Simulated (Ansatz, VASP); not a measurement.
## Two plane-wave programs on BN

POSCAR

```
BN
1.0
    0.0000000000      3.4953158300      2.1660912400
    1.2516321000      0.0000000000      2.1660912400
    1.2516321000      3.4953158300      0.0000000000
B N
1 1
Direct
    0.0000486500      0.0000486500      0.9999513500
    0.6369469774      0.4193590604      0.2416722692
```

File INCAR.step1:

```
PREC = Accurate
ENCUT = 520
ISMEAR = 0
SIGMA = 0.05
LREAL = F
LASPH = T
NELM = 60
NBANDS = 11
GGA = PE
ALGO = Normal
EDIFF = 1E-4
LWAVE = T
LCHARG = F
```

File INCAR.step2:

```
PREC = Accurate
ENCUT = 520
EDIFF = 1E-7
ISMEAR = 0
SIGMA = 0.05
LREAL = F
LASPH = T
NELM = 60
ALGO = Normal
ISIF = 2
LWAVE = F
LCHARG = F
METAGGA = R2SCAN
LMIXTAU = T
NBANDS = 11
ISTART = 1
```

Contents of KPOINTS:

```
regular mesh
0
Gamma
  12 12 12
```

Input for Ansatz:

```yaml
crystal:
  lattice:
    - [0.0, 3.49531583, 2.16609124]
    - [1.2516321, 0.0, 2.16609124]
    - [1.2516321, 3.49531583, 0.0]
  atoms:
    - { symbol: B, position: [4.865e-05, 4.865e-05, 0.99995135] }
    - { symbol: "N", position: [0.6369469774, 0.4193590604, 0.2416722692] }
basis:
  ecutwfc: 500
kpoints:
  mp_grid: { grid: [12, 12, 12] }
hamiltonian:
  xc: r2scan
scf:
  occupations: { method: gaussian, width: 0.05 }
output:
  forces: true
  stress: true
  eigenvalues: true
```

Alike in both runs: task single point; functional r2SCAN; k mesh 12 × 12 × 12; occupations gaussian, width 0.05 eV; no spin polarisation.

```csv
,VASP,Ansatz
version,VASP 6.6.1,Ansatz 0.2.0
potentials or method,"VASP PAW PBE potentials, release 64 (B, N), cutoff 520 eV","scalar-relativistic, plane waves, PAW"
valence electrons in the cell,8,8
```

```csv
,VASP,Ansatz,Ansatz less VASP
gap on the k mesh at the Fermi level (eV),2.32,2.37,+0.055
least direct gap on the mesh (eV),3.22,3.24,+0.024
rms of the force components (eV/Å),41.586,39.473,-2.1125
```

VASP's potentials were made for PBE, not for r2SCAN. Atom by atom the forces differ by 2.121 eV/Å (rms over components). The functional is the same, so the differences come from potentials, cutoffs and numerics.
